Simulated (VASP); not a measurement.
# TaC (Fm-3m) in VASP: notebook

The runs below take TaC through single point, with r2SCAN.

Program: VASP 6.6.1. These are calculated values, not measurements. Logs are shortened: lines on timing, memory, paths and dates and some standing lists are left out, and cuts for length are marked.

**1. The cell of the first run**

The structure is cubic, space group Fm-3m (No. 225). Conventional cell: a = 4.446 Å, b = 4.446 Å, c = 4.446 Å, α = 90.00°, β = 90.00°, γ = 90.00°. Ta (site symmetry m-3m) has 6 C at 2.22 Å within 2.9 Å. C (site symmetry m-3m) has 6 Ta at 2.22 Å within 2.9 Å.

**2. Single point, r2SCAN**

Contents of POSCAR:

```
TaC
1.0
    0.0000000000      2.2230000000      2.2230000000
    2.2230000000      0.0000000000      2.2230000000
    2.2230000000      2.2230000000      0.0000000000
Ta C
1 1
Direct
    0.0000000000      0.0000000000      0.0000000000
    0.5000000000      0.5000000000      0.5000000000
```

Contents of INCAR.step1:

```
  PREC = Accurate
  ENCUT = 660
  ISMEAR = -1
  SIGMA = 0.15
  LREAL = False
  LASPH = True
  NELM = 120
  NBANDS = 14
  GGA = PE
  ALGO = Normal
  EDIFF = 1E-5
  LWAVE = True
  LCHARG = False
  GGA_COMPAT = False
```

Contents of INCAR.step2:

```
  PREC = Accurate
  ENCUT = 660
  EDIFF = 1E-6
  ISMEAR = -1
  SIGMA = 0.15
  LREAL = False
  LASPH = True
  NELM = 120
  ALGO = Normal
  ISIF = 2
  LWAVE = False
  LCHARG = False
  METAGGA = R2SCAN
  LMIXTAU = True
  NBANDS = 14
  ISTART = 1
  GGA_COMPAT = False
```

Contents of KPOINTS:

```
Automatic mesh
0
Gamma
  9 9 9
```

Potentials or basis: VASP PAW PBE potentials, release 64 (Ta_pv, C).

The run is started by

```console
cat potpaw_PBE.64/Ta_pv/POTCAR potpaw_PBE.64/C/POTCAR > POTCAR
cp INCAR.step1 INCAR
mpirun -np 1 vasp_std > vasp.out
cp INCAR.step2 INCAR
mpirun -np 1 vasp_std > vasp.out
```

OUTCAR:

```text
PREC = Accurate
   ENCUT = 660
   EDIFF = 1E-6
   ISMEAR = -1
   LREAL = False
   LASPH = True
   NELM = 120
   ISIF = 2
   METAGGA = R2SCAN
   ISTART = 1

 ion  position               nearest neighbor table
   1  0.000  0.000  0.000-   2 2.22   2 2.22   2 2.22   2 2.22   2 2.22   2 2.22
   2  0.500  0.500  0.500-   1 2.22   1 2.22   1 2.22   1 2.22   1 2.22   1 2.22

  LATTYP: Found a face centered cubic cell.
 ALAT       =     4.4460000000

  Lattice vectors:

 A1 = (   0.0000000000,   2.2230000000,   2.2230000000)
 A2 = (   2.2230000000,   0.0000000000,   2.2230000000)
 A3 = (   2.2230000000,   2.2230000000,   0.0000000000)

Analysis of symmetry for initial positions (statically):
=====================================================================
 Subroutine PRICEL returns:
 Original cell was already a primitive cell.

 Routine SETGRP: Setting up the symmetry group for a
 face centered cubic supercell.

 Subroutine GETGRP returns: Found 48 space group operations
 (whereof 48 operations were pure point group operations)
 out of a pool of 48 trial point group operations.

The static configuration has the point symmetry O_h .

Analysis of symmetry for dynamics (positions and initial velocities):
=====================================================================
 Subroutine PRICEL returns:
 Original cell was already a primitive cell.

 Routine SETGRP: Setting up the symmetry group for a
 face centered cubic supercell.

 Subroutine GETGRP returns: Found 48 space group operations
 (whereof 48 operations were pure point group operations)
 out of a pool of 48 trial point group operations.

The dynamic configuration has the point symmetry O_h .

 Subroutine INISYM returns: Found 48 space group operations
 (whereof 48 operations are pure point group operations),
 and found     1 'primitive' translations

----------------------------------------------------------------------------------------

                                     Primitive cell

  volume of cell :      21.9709

  direct lattice vectors                    reciprocal lattice vectors
     0.000000000  2.223000000  2.223000000    -0.224921278  0.224921278  0.224921278
     2.223000000  0.000000000  2.223000000     0.224921278 -0.224921278  0.224921278
     2.223000000  2.223000000  0.000000000     0.224921278  0.224921278 -0.224921278

  length of vectors
     3.143796749  3.143796749  3.143796749     0.389575080  0.389575080  0.389575080

  position of ions in fractional coordinates (direct lattice)
     0.000000000  0.000000000  0.000000000
     0.500000000  0.500000000  0.500000000

[... 87 lines left out ...]
   NELECT =      15.0000    total number of electrons
   NUPDOWN=      -1.0000    fix difference up-down
   EMIN   =  10.00;   EMAX   =-10.00  energy-range for DOS
   EFERMI =   0.00;   METHOD = LEGACY
   ISMEAR =    -1;   SIGMA  =   0.15  broadening in eV -4-tet -1-fermi 0-gaus
   EFERMI_NEDOS =   21; number of points for ismear=-14 and -15
   IALGO  =     38    algorithm
   IMIX   =      4    mixing-type and parameters
     AMIX     =   0.40;   BMIX     =  1.00
     AMIX_MAG =   1.60;   BMIX_MAG =  1.00
  volume/ion in A,a.u.               =      10.99        74.13
  Fermi-wavevector in a.u.,A,eV,Ry     =   1.441526  2.724089 28.272865  2.077997
  Thomas-Fermi vector in A             =   2.560148
   LORBIT       =      0    0 simple, 1 ext, 2 COOP (PROOUT), +10 PAW based schemes
   METAGGA = R2SCAN    functional components
   LHFCALC =     F    Hartree Fock is set to
   AEXX    =    0.0000 exact exchange contribution
   IVDW    =     0    specifies the selected vdW correction
   LEPSILON=     F    determine dielectric tensor
   LRPA    =     F    only Hartree local field effects (RPA)
 non-spin polarized calculation
  energy-cutoff  :      660.00
  volume of cell :       21.97
 maximum number of plane-waves:       869
   NGX = 13   NGY = 13   NGZ = 13

 number of electron      14.9999999 magnetization

 Free energy of the ion-electron system (eV)
  ---------------------------------------------------
  ext. energy  EPLUGINS =         0.00000000
  ---------------------------------------------------
  free energy    TOTEN  =       -59.87947989 eV

  energy without entropy =      -59.82843579  energy(sigma->0) =      -59.85395784

 E-fermi :   8.5002     XC(G=0): -14.2825

 val. band max:        8.3929136404   @ k =  -0.4444   0.3333   0.1111
 cond. band min:       8.5258878857   @ k =   0.4444   0.2222   0.1111
 fundamental gap:      0.1329742453
 Fermi energy:         8.5001919249

 k-point     1 :       0.0000    0.0000    0.0000
  band No.  band energies     occupation
      1     -27.8983      2.00000
      2     -27.8983      2.00000
      3     -27.8983      2.00000
      4      -7.2705      2.00000
      5       7.1565      1.99974
      6       7.1565      1.99974
      7       7.1565      1.99974
      8       7.9076      1.96224
      9       7.9076      1.96224
     10       7.9076      1.96224
     11       9.1292      0.02973
     12       9.1292      0.02973
     13      15.6554      0.00000
     14      18.6647      0.00000
[... 377 lines left out ...]
      1     -28.5493      2.00000
      2     -28.1538      2.00000
      3     -28.1538      2.00000
      4      -5.1347      2.00000
      5       3.2483      2.00000
      6       3.9085      2.00000
      7       6.4518      2.00000
      8       6.4518      2.00000
      9      11.0723      0.00000
     10      12.8296      0.00000
     11      12.8296      0.00000
     12      16.3339      0.00000
     13      16.9753      0.00000
     14      18.6777      0.00000

 [... further k-points ...]

------------------------ aborting loop because EDIFF is reached ----------------------------------------

  FORCE on cell =-STRESS in cart. coord.  units (eV):
  Direction    XX          YY          ZZ          XY          YZ          ZX
  --------------------------------------------------------------------------------------
  -------------------------------------------------------------------------------------
  Total        0.7090146      0.7090146      0.7090146     -0.0000000     -0.0000000     -0.0000000
  in kB       51.7031932     51.7031932     51.7031932     -0.0000000     -0.0000000     -0.0000000
  external PRESSURE =      51.7031932 kB  Pullay stress =       0.0000000 kB

 VOLUME and BASIS-vectors are now :
 -----------------------------------------------------------------------------
  energy-cutoff  :      660.00
  volume of cell :       21.97
      direct lattice vectors                 reciprocal lattice vectors
     0.000000000  2.223000000  2.223000000    -0.224921278  0.224921278  0.224921278
     2.223000000  0.000000000  2.223000000     0.224921278 -0.224921278  0.224921278
     2.223000000  2.223000000  0.000000000     0.224921278  0.224921278 -0.224921278

 POSITION                                       TOTAL-FORCE (eV/Angst)
 -----------------------------------------------------------------------------------
      0.00000      0.00000      0.00000         0.000000     -0.000000      0.000000
      2.22300      2.22300      2.22300        -0.000000      0.000000     -0.000000
 -----------------------------------------------------------------------------------
    total drift:                                0.000000      0.000000      0.000000

  FREE ENERGIE OF THE ION-ELECTRON SYSTEM (eV)
  ---------------------------------------------------
  free  energy   TOTEN  =       -59.8794798873 eV

  energy  without entropy=      -59.8284357870  energy(sigma->0) =      -59.85395784
```

OUTCAR.step1:

```text
PREC = Accurate
   ENCUT = 660
   ISMEAR = -1
   LREAL = False
   LASPH = True
[... 628 lines left out ...]
      0.00000      0.00000      0.00000        -0.000000     -0.000000     -0.000000
      2.22300      2.22300      2.22300         0.000000      0.000000      0.000000
 -----------------------------------------------------------------------------------
    total drift:                                0.000000      0.000000      0.000000

  FREE ENERGIE OF THE ION-ELECTRON SYSTEM (eV)
  ---------------------------------------------------
  free  energy   TOTEN  =       -22.2163253530 eV

  energy  without entropy=      -22.1636388518  energy(sigma->0) =      -22.18998210
```

OSZICAR.step1:

```text
N       E                     dE             d eps       ncg     rms          rms(c)
DAV:   1     0.978369231223E+02    0.97837E+02   -0.91623E+03   980   0.127E+03
DAV:   2    -0.222515331582E+02   -0.12009E+03   -0.11384E+03  1202   0.321E+02
DAV:   3    -0.256796182541E+02   -0.34281E+01   -0.33961E+01  1184   0.477E+01
DAV:   4    -0.257006329750E+02   -0.21015E-01   -0.21012E-01  1106   0.402E+00
DAV:   5    -0.257007316335E+02   -0.98658E-04   -0.98658E-04  1174   0.276E-01    0.249E+01
DAV:   6    -0.222638940789E+02    0.34368E+01   -0.75202E+00  1146   0.252E+01    0.901E+00
DAV:   7    -0.222451161241E+02    0.18778E-01   -0.47922E-01  1208   0.498E+00    0.612E+00
DAV:   8    -0.222231419431E+02    0.21974E-01   -0.10378E-01  1136   0.256E+00    0.162E+00
DAV:   9    -0.222163232051E+02    0.68187E-02   -0.13935E-02  1136   0.815E-01    0.120E-01
DAV:  10    -0.222163539629E+02   -0.30758E-04   -0.85275E-04  1262   0.319E-01    0.379E-02
DAV:  11    -0.222163259713E+02    0.27992E-04   -0.56394E-05  1130   0.746E-02    0.100E-02
DAV:  12    -0.222163253530E+02    0.61837E-06   -0.56739E-06   652   0.216E-02
   1 F= -.22216325E+02 E0= -.22189982E+02  d E =-.526865E-01
```

Wall time 95 s (1 thread of AMD EPYC 7R43 (Zen 3), shared host); peak memory 0.14 GiB.

Results:

| Quantity | Value |
| --- | --- |
| Free energy | -59.8795 eV |
| Pressure | 5.2 GPa |

Levels at points of the mesh, in eV from the Fermi level:
```
           k point  band 5  band 6  band 7  band 8  band 9  band 10  band 11  band 12
(0.00, 0.00, 0.00)   -1.34   -1.34   -1.34   -0.59   -0.59    -0.59     0.63     0.63
```

Caveat: the PAW data sets were made with another functional, which shifts forces and pressure a little; spin-orbit coupling is left out, which moves the levels of the heavy elements.

**3. Single point, r2SCAN**

POSCAR is that of step 2.

Contents of INCAR.step1:

```
PREC = Accurate ; ENCUT = 660
ISMEAR = -1 ; SIGMA = 0.15
LREAL = F ; LASPH = T
NELM = 120 ; NBANDS = 14
GGA = PE ; ALGO = Normal
EDIFF = 1E-5 ; LWAVE = T
LCHARG = F ; GGA_COMPAT = F
```

Contents of INCAR.step2:

```
PREC = Accurate ; ENCUT = 660
EDIFF = 1E-6 ; ISMEAR = -1
SIGMA = 0.15 ; LREAL = F
LASPH = T ; NELM = 120
ALGO = Normal ; ISIF = 2
LWAVE = F ; LCHARG = F
METAGGA = R2SCAN ; LMIXTAU = T
NBANDS = 14 ; ISTART = 1
GGA_COMPAT = F
```

Contents of KPOINTS:

```
regular mesh
0
Gamma
  11 11 11
```

Potentials or basis: VASP PAW PBE potentials, release 64 (Ta_pv, C).

The run is started by

```console
cat potpaw_PBE.64/Ta_pv/POTCAR potpaw_PBE.64/C/POTCAR > POTCAR
cp INCAR.step1 INCAR
mpirun -np 1 vasp_std > vasp.out
cp INCAR.step2 INCAR
mpirun -np 1 vasp_std > vasp.out
```

Run time: 2.7 min. Hardware: 1 thread of AMD EPYC 7R43 (Zen 3), shared host; peak memory 0.15 GiB.

Results (log left out):

- Free energy: -59.8795 eV
- Pressure: 5.1 GPa

Levels at points of the mesh, in eV from the Fermi level:
```csv
k point,band 4,band 5,band 6,band 7,band 8,band 9,band 10,band 11,band 12,band 13
"(0.00, 0.00, 0.00)",-15.84,-1.40,-1.40,-1.40,-0.66,-0.66,-0.66,0.57,0.57,7.09
```

Caveat: the PAW data sets were made with another functional, which shifts forces and pressure a little; spin-orbit coupling is left out, which moves the levels of the heavy elements.
